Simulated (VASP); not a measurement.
The system is Ni.

```xyz
1
Lattice="0.0000 1.7405 1.7405 1.7405 0.0000 1.7405 1.7405 1.7405 0.0000" Properties=species:S:1:pos:R:3 pbc="T T T"
Ni    0.0000    0.0000    0.0000
```

| Quantity | Value |
| --- | --- |
| Program | VASP 6.6.1 |
| Task | relaxation of cell and atoms |
| Functional | PBE |
| Potentials or basis | VASP PAW PBE potentials, release 64 (Ni) |
| Cutoff | 600 eV |
| k mesh | 20 × 20 × 20 |
| Occupations | gaussian, width 0.1 eV |
| Spin | collinear spin, ferromagnetic start |
| Starting moments | [0.81] μB |

At the start: pressure 6.7 GPa; volume 10.55 Å³/atom.

Question: Where does the relaxation end?

Answer: Over 3 steps the energy falls by 6.8 meV/atom and the volume is 10.88 Å³/atom (+3.2 %); space group Fm-3m (No. 225, to 0.05 Å); moment 0.63 μB per cell.

Step by step:
```csv
step,energy change (eV),largest force (eV/Å),pressure (GPa),volume (Å³)
1,0.0000,0.0000,6.67,10.55
2,-0.0004,0.0000,-5.71,11.23
3,-0.0068,0.0000,-0.01,10.88
```

Final structure:
```cif
data_structure
_symmetry_space_group_name_H-M 'P 1'
_symmetry_Int_Tables_number 1
_cell_length_a 2.4875
_cell_length_b 2.4875
_cell_length_c 2.4875
_cell_angle_alpha 60.000
_cell_angle_beta 60.000
_cell_angle_gamma 60.000
_cell_volume 10.88
loop_
_atom_site_label
_atom_site_type_symbol
_atom_site_fract_x
_atom_site_fract_y
_atom_site_fract_z
_atom_site_occupancy
Ni1 Ni 0.00000 0.00000 0.00000 1
```
